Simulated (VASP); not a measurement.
W: single point with PBEsol

Crystal: W.

```xyz
1
Lattice="0.0000 1.9488 2.1924 1.9488 0.0000 2.1924 1.9488 1.9488 0.0000" Properties=species:S:1:pos:R:3 pbc="T T T"
W     0.0000    0.0000    0.0000
```

This cell differs from its parent crystal: strain -0.040 along x and y, +0.080 along z.

```
Program             : VASP 6.6.1
Task                : single point
Functional          : PBEsol
Potentials or basis : VASP PAW PBE potentials, release 64 (W_sv)
Cutoff              : 520 eV
k mesh              : 20 × 20 × 20
Occupations         : gaussian, width 0.15 eV
Spin                : no spin polarisation
```

```
Pressure               : -10.9 GPa
Band gap on the k mesh : zero (bands 7 and 8 overlap by 4.10 eV)
```

Stress tensor (GPa, compression positive):
```
-14.36   0.00   0.00
  0.00 -14.36   0.00
  0.00   0.00  -4.08
```

Levels at points of the mesh, in eV from the Fermi level:
```
           k point  band 4  band 5  band 6  band 7  band 8  band 9  band 10  band 11
(0.00, 0.00, 0.00)  -37.53   -9.17   -1.80   -0.16   -0.16    0.91     3.36    12.77
(0.50, 0.00, 0.00)  -37.59   -5.77   -1.80   -0.15    0.40    4.26     4.99     9.99
(0.50, 0.50, 0.00)  -37.80   -5.75   -4.53    1.30    4.86    5.26     5.26    10.64
(0.50, 0.00, 0.50)  -37.95   -5.61   -4.65    3.54    4.25    4.35     6.39    10.08
```

Wall time 2.6 min on 1 thread of Intel Xeon 8259CL, with other jobs on the host, peak memory 0.25 GiB.

Caveat: the cell differs from its parent crystal (strain -0.040 along x and y, +0.080 along z); the cell stands under tension; the PAW data sets were made with another functional, which shifts forces and pressure a little; spin-orbit coupling is left out, which moves the levels of the heavy elements.
